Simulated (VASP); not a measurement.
# HfC (F-43m) in VASP: a series of runs

Runs on HfC. Level: PBE. Tasks: single point.

Everything below comes from runs of VASP 6.6.1. Logs are shortened: lines on timing, memory, paths and dates and some standing lists are left out, and cuts for length are marked.

## 1. The cell of the first run

It takes space group F-43m (No. 216, cubic). Conventional cell: a = 5.111 Å, b = 5.111 Å, c = 5.111 Å, α = 90.00°, β = 90.00°, γ = 90.00°. Hf (site symmetry -43m) has 4 C at 2.21 Å within 2.9 Å. Within 2.9 Å of C (site symmetry -43m) lie 4 Hf at 2.21 Å.

## 2. Single point, PBE (volume scaled by 1.040)

Contents of INCAR:

```
ALGO = Normal
EDIFF = 1E-6
ENCUT = 520
GGA = PE
ISIF = 2
ISMEAR = 0
LASPH = T
LCHARG = F
LREAL = F
LWAVE = F
NBANDS = 14
NELM = 80
PREC = Accurate
SIGMA = 0.05
```

Contents of KPOINTS:

```
k-points
0
Gamma
  12 12 12
```

Contents of POSCAR:

```
HfC
1.0
    0.0000000000      2.5552966566      2.5552966566
    2.5552966566      0.0000000000      2.5552966566
    2.5552966566      2.5552966566      0.0000000000
Hf C
1 1
Direct
    0.0000000000      0.0000000000      0.0000000000
    0.2500000000      0.2500000000      0.2500000000
```

Potentials or basis: VASP PAW PBE potentials, release 64 (Hf_pv, C).

Command:

```console
$ cat potpaw_PBE.64/Hf_pv/POTCAR potpaw_PBE.64/C/POTCAR > POTCAR
$ mpirun -np 1 vasp_std > vasp.out
```

OUTCAR:

```text
EDIFF = 1E-6
   ENCUT = 520
   GGA = PE
   ISIF = 2
   ISMEAR = 0
   LASPH = T
   LREAL = F
   NELM = 80
   PREC = Accurate

 ion  position               nearest neighbor table
   1  0.000  0.000  0.000-   2 2.21   2 2.21   2 2.21   2 2.21
   2  0.250  0.250  0.250-   1 2.21   1 2.21   1 2.21   1 2.21

  LATTYP: Found a face centered cubic cell.
 ALAT       =     5.1105933132

  Lattice vectors:

 A1 = (   0.0000000000,   2.5552966566,   2.5552966566)
 A2 = (   2.5552966566,   0.0000000000,   2.5552966566)
 A3 = (   2.5552966566,   2.5552966566,   0.0000000000)

Analysis of symmetry for initial positions (statically):
=====================================================================
 Subroutine PRICEL returns:
 Original cell was already a primitive cell.

 Routine SETGRP: Setting up the symmetry group for a
 face centered cubic supercell.

 Subroutine GETGRP returns: Found 24 space group operations
 (whereof 24 operations were pure point group operations)
 out of a pool of 48 trial point group operations.

The static configuration has the point symmetry T_d .

Analysis of symmetry for dynamics (positions and initial velocities):
=====================================================================
 Subroutine PRICEL returns:
 Original cell was already a primitive cell.

 Routine SETGRP: Setting up the symmetry group for a
 face centered cubic supercell.

 Subroutine GETGRP returns: Found 24 space group operations
 (whereof 24 operations were pure point group operations)
 out of a pool of 48 trial point group operations.

The dynamic configuration has the point symmetry T_d .

 Subroutine INISYM returns: Found 24 space group operations
 (whereof 24 operations are pure point group operations),
 and found     1 'primitive' translations

----------------------------------------------------------------------------------------

                                     Primitive cell

  volume of cell :      33.3698

  direct lattice vectors                    reciprocal lattice vectors
     0.000000000  2.555296657  2.555296657    -0.195671997  0.195671997  0.195671997
     2.555296657  0.000000000  2.555296657     0.195671997 -0.195671997  0.195671997
     2.555296657  2.555296657  0.000000000     0.195671997  0.195671997 -0.195671997

  length of vectors
     3.613735188  3.613735188  3.613735188     0.338913841  0.338913841  0.338913841

  position of ions in fractional coordinates (direct lattice)
     0.000000000  0.000000000  0.000000000
     0.250000000  0.250000000  0.250000000

  ion indices of the primitive-cell ions
   primitive index   ion index
                 1           1
                 2           2

----------------------------------------------------------------------------------------

 KPOINTS: k-points

Automatic generation of k-mesh.
 Grid dimensions read from file:
 generate k-points for:   12   12   12

 Generating k-lattice:

  Cartesian coordinates                     Fractional coordinates (reciprocal lattice)
    -0.016306000  0.016306000  0.016306000     0.083333333  0.000000000  0.000000000
     0.016306000 -0.016306000  0.016306000     0.000000000  0.083333333  0.000000000
     0.016306000  0.016306000 -0.016306000     0.000000000  0.000000000  0.083333333

  Length of vectors
     0.028242820  0.028242820  0.028242820

  Shift w.r.t. Gamma in fractional coordinates (k-lattice)
     0.000000000  0.000000000  0.000000000

 Subroutine IBZKPT returns following result:
 ===========================================

 Found     72 irreducible k-points:

 Following reciprocal coordinates:
            Coordinates               Weight
  0.000000  0.000000  0.000000      1.000000
  0.083333  0.000000  0.000000      8.000000
  0.166667  0.000000  0.000000      8.000000
  0.250000  0.000000  0.000000      8.000000
  0.333333  0.000000  0.000000      8.000000
  0.416667  0.000000  0.000000      8.000000
[... 16 lines left out ...]
  0.500000  0.166667  0.000000     24.000000
 -0.416667  0.166667  0.000000     24.000000
 [... further k-points ...]
   k-points           NKPTS =     72   k-points in BZ     NKDIM =     72   number of bands    NBANDS=     14
   number of dos      NEDOS =    301   number of ions     NIONS =      2
   total plane-waves  NPLWV =  21952
   dimension x,y,z NGX =    28 NGY =   28 NGZ =   28
   dimension x,y,z NGXF=    56 NGYF=   56 NGZF=   56
   ions per type =               1   1
   NGX,Y,Z   is equivalent  to a cutoff of  12.88, 12.88, 12.88 a.u.
   NGXF,Y,Z  is equivalent  to a cutoff of  25.76, 25.76, 25.76 a.u.
 SYSTEM =  unknown system
   PREC   = accura    normal or accurate (medium, high low for compatibility)
   ISTART =      0    job   : 0-new  1-cont  2-samecut
   ICHARG =      2    charge: 1-file 2-atom 10-const
   ISPIN  =      1    spin polarized calculation?
   LNONCOLLINEAR =      F non collinear calculations
   LSORBIT =      F    spin-orbit coupling
   LASPH  =      T    aspherical Exc in radial PAW
   ENCUT  =  520.0 eV  38.22 Ry    6.18 a.u.   6.72  6.72  6.72*2*pi/ulx,y,z
   NELM   =     80;   NELMIN=  2; NELMDL= -5     # of ELM steps
   EDIFF  = 0.1E-05   stopping-criterion for ELM
   LREAL  =      F    real-space projection
   EDIFFG = 0.1E-04   stopping-criterion for IOM
   NSW    =      0    number of steps for IOM
   IBRION =     -1    ionic relax: 0-MD 1-quasi-New 2-CG
   NFREE  =      0    steps in history (QN), initial steepest desc. (CG)
   ISIF   =      2    stress and relaxation
   ISYM   =      2    0-nonsym 1-usesym 2-fastsym
   POTIM  = 0.5000    time-step for ionic-motion
   TEBEG  =    0.0;   TEEND  =   0.0 temperature during run
   PSTRESS=    0.0 pullay stress
   NELECT =      14.0000    total number of electrons
   NUPDOWN=      -1.0000    fix difference up-down
   EMIN   =  10.00;   EMAX   =-10.00  energy-range for DOS
   EFERMI =   0.00;   METHOD = LEGACY
   ISMEAR =     0;   SIGMA  =   0.05  broadening in eV -4-tet -1-fermi 0-gaus
   EFERMI_NEDOS =   21; number of points for ismear=-14 and -15
   IALGO  =     38    algorithm
   IMIX   =      4    mixing-type and parameters
     AMIX     =   0.40;   BMIX     =  1.00
     AMIX_MAG =   1.60;   BMIX_MAG =  1.00
  volume/ion in A,a.u.               =      16.68       112.60
  Fermi-wavevector in a.u.,A,eV,Ry     =   1.225555  2.315963 20.435752  1.501985
  Thomas-Fermi vector in A             =   2.360589
   LORBIT       =      0    0 simple, 1 ext, 2 COOP (PROOUT), +10 PAW based schemes
   GGA     = PE    functional components
   LHFCALC =     F    Hartree Fock is set to
   AEXX    =    0.0000 exact exchange contribution
   IVDW    =     0    specifies the selected vdW correction
   LEPSILON=     F    determine dielectric tensor
   LRPA    =     F    only Hartree local field effects (RPA)
 non-spin polarized calculation
 Gauss-broadening in eV      SIGMA  =   0.05
  energy-cutoff  :      520.00
  volume of cell :       33.37
 maximum number of plane-waves:       934
   NGX = 13   NGY = 13   NGZ = 13

 number of electron      14.0000002 magnetization

 Free energy of the ion-electron system (eV)
  ---------------------------------------------------
  ext. energy  EPLUGINS =         0.00000000
  ---------------------------------------------------
  free energy    TOTEN  =       -19.73021658 eV

  energy without entropy =      -19.73021658  energy(sigma->0) =      -19.73021658

 E-fermi :   3.5521     XC(G=0): -10.6290

 val. band max:        3.3738538426   @ k =  -0.2500   0.5000   0.2500
 cond. band min:       3.7284003040   @ k =  -0.2500   0.5000   0.2500
 fundamental gap:      0.3545464615
 Fermi energy:         3.5520577672

 k-point     1 :       0.0000    0.0000    0.0000
  band No.  band energies     occupation
      1     -26.4094      2.00000
      2     -26.4094      2.00000
      3     -26.4094      2.00000
      4      -7.0596      2.00000
      5       1.2650      2.00000
      6       1.2650      2.00000
      7       1.2650      2.00000
      8       6.4845      0.00000
      9       6.8904      0.00000
     10       6.8904      0.00000
     11      12.2535      0.00000
     12      12.2535      0.00000
     13      12.2535      0.00000
     14      17.3789      0.00000

 k-point     2 :       0.0833    0.0000    0.0000
  band No.  band energies     occupation
      1     -26.4279      2.00000
      2     -26.4121      2.00000
      3     -26.4121      2.00000
      4      -6.9555      2.00000
      5       1.0950      2.00000
      6       1.3194      2.00000
      7       1.3194      2.00000
      8       6.7998      0.00000
      9       6.7998      0.00000
     10       6.8291      0.00000
     11      12.0500      0.00000
     12      12.3936      0.00000
     13      12.3936      0.00000
     14      16.2695      0.00000

 k-point     3 :       0.1667    0.0000    0.0000
  band No.  band energies     occupation
      1     -26.4780      2.00000
      2     -26.4193      2.00000
      3     -26.4193      2.00000
      4      -6.6680      2.00000
      5       0.7400      2.00000
      6       1.4602      2.00000
      7       1.4602      2.00000
      8       6.6377      0.00000
      9       6.6377      0.00000
     10       7.6315      0.00000
     11      11.6189      0.00000
     12      12.5730      0.00000
     13      12.5730      0.00000
     14      14.4516      0.00000

 k-point     4 :       0.2500    0.0000    0.0000
  band No.  band energies     occupation
      1     -26.5455      2.00000
      2     -26.4291      2.00000
      3     -26.4291      2.00000
      4      -6.2706      2.00000
      5       0.4439      2.00000
      6       1.6268      2.00000
      7       1.6268      2.00000
      8       6.6087      0.00000
      9       6.6087      0.00000
     10       8.3037      0.00000
     11      11.2155      0.00000
     12      12.3291      0.00000
     13      12.3291      0.00000
     14      12.9917      0.00000

 k-point     5 :       0.3333    0.0000    0.0000
  band No.  band energies     occupation
      1     -26.6120      2.00000
      2     -26.4390      2.00000
      3     -26.4390      2.00000
      4      -5.8745      2.00000
      5       0.3402      2.00000
      6       1.7535      2.00000
      7       1.7535      2.00000
      8       6.8449      0.00000
      9       6.8449      0.00000
     10       8.1725      0.00000
     11      10.5525      0.00000
[... 276 lines left out ...]
 k-point    22 :       0.4167    0.1667    0.0000
  band No.  band energies     occupation
      1     -26.6238      2.00000
      2     -26.4735      2.00000
      3     -26.4630      2.00000
      4      -5.5324      2.00000
      5       0.2150      2.00000
      6       1.7907      2.00000
      7       2.1211      2.00000
      8       5.6912      0.00000
      9       7.7366      0.00000
     10       7.8003      0.00000
     11      10.4603      0.00000
     12      11.3068      0.00000
     13      11.8693      0.00000
     14      14.1580      0.00000

 k-point    23 :       0.5000    0.1667    0.0000
  band No.  band energies     occupation
      1     -26.6523      2.00000
      2     -26.4879      2.00000
      3     -26.4637      2.00000
      4      -5.3350      2.00000
      5       0.4776      2.00000
      6       1.6438      2.00000
      7       2.1556      2.00000
      8       5.8867      0.00000
      9       7.4093      0.00000
     10       7.6462      0.00000
     11      10.2340      0.00000
     12      11.1508      0.00000
     13      11.3197      0.00000
     14      14.9818      0.00000

 k-point    24 :      -0.4167    0.1667    0.0000
  band No.  band energies     occupation
      1     -26.6546      2.00000
      2     -26.4964      2.00000
      3     -26.4586      2.00000
      4      -5.3106      2.00000
      5       0.6594      2.00000
      6       1.4833      2.00000
      7       2.1308      2.00000
      8       6.0250      0.00000
      9       7.0590      0.00000
     10       7.7589      0.00000
     11      10.6054      0.00000
     12      10.7875      0.00000
     13      11.2905      0.00000
     14      15.0791      0.00000

 [... further k-points ...]
[... 5 lines left out ...]
  --------------------------------------------------------------------------------------
  -------------------------------------------------------------------------------------
  Total       -1.2740607     -1.2740607     -1.2740607      0.0000000      0.0000000     -0.0000000
  in kB      -61.1711614    -61.1711614    -61.1711614      0.0000000      0.0000000     -0.0000000
  external PRESSURE =     -61.1711614 kB  Pullay stress =       0.0000000 kB

 VOLUME and BASIS-vectors are now :
 -----------------------------------------------------------------------------
  energy-cutoff  :      520.00
  volume of cell :       33.37
      direct lattice vectors                 reciprocal lattice vectors
     0.000000000  2.555296657  2.555296657    -0.195671997  0.195671997  0.195671997
     2.555296657  0.000000000  2.555296657     0.195671997 -0.195671997  0.195671997
     2.555296657  2.555296657  0.000000000     0.195671997  0.195671997 -0.195671997

 POSITION                                       TOTAL-FORCE (eV/Angst)
 -----------------------------------------------------------------------------------
      0.00000      0.00000      0.00000         0.000000      0.000000      0.000000
      1.27765      1.27765      1.27765        -0.000000     -0.000000     -0.000000
 -----------------------------------------------------------------------------------
    total drift:                                0.000000      0.000000      0.000000

  FREE ENERGIE OF THE ION-ELECTRON SYSTEM (eV)
  ---------------------------------------------------
  free  energy   TOTEN  =       -19.7302165821 eV

  energy  without entropy=      -19.7302165814  energy(sigma->0) =      -19.73021658
```

Wall time 24 s (1 thread of Intel Xeon 6975P-C, shared host); peak memory 0.18 GiB.

What came out:

| Quantity | Value |
| --- | --- |
| Free energy | -19.7302 eV |
| Pressure | -6.1 GPa |
| Band gap on the k mesh | 0.35 eV, direct |

Caveat: spin-orbit coupling is left out, which moves the levels of the heavy elements. A k mesh can miss the band edges.

(Part 1 of 2 ends here.)
